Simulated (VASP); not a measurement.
Input of a VASP 6.6.1 run:

Contents of INCAR:

```
SYSTEM = BaF2
  PREC = Accurate
  ENCUT = 520
  EDIFF = 1E-8
  ISMEAR = -1
  SIGMA = 0.01
  LREAL = .FALSE.
  LASPH = .TRUE.
  NELM = 120
  ALGO = Normal
  ISIF = 2
  LWAVE = .FALSE.
  LCHARG = .FALSE.
  GGA = PE
  LEFG = .TRUE.
  NBANDS = 19
  GGA_COMPAT = .FALSE.
```

File KPOINTS:

```
regular mesh
0
G
  8 8 8
  0 0 0
```

The input POSCAR:

```
BaF2
1.0
    0.0000000000      3.1000500000      3.1000500000
    3.1000500000      0.0000000000      3.1000500000
    3.1000500000      3.1000500000      0.0000000000
Ba F
1 2
Direct
    0.0000000000      0.0000000000      0.0000000000
    0.2500000000      0.2500000000      0.2500000000
    0.7500000000      0.7500000000      0.7500000000
```

Potentials or basis: VASP PAW PBE potentials, release 64 (Ba_sv, F).

Command:

```sh
$ cat potpaw_PBE.64/Ba_sv/POTCAR potpaw_PBE.64/F/POTCAR > POTCAR
$ mpirun -np 1 vasp_std > vasp.out
```

Q: What does it give for the band gap on the k mesh?

A: 6.76 eV (least direct gap 6.84 eV).

Q: What does it give for the pressure?

A: 2.4 GPa.

Caveat: spin-orbit coupling is left out, which moves the levels of the heavy elements. A hybrid or GW would open this gap; PBE tends to underestimate it.
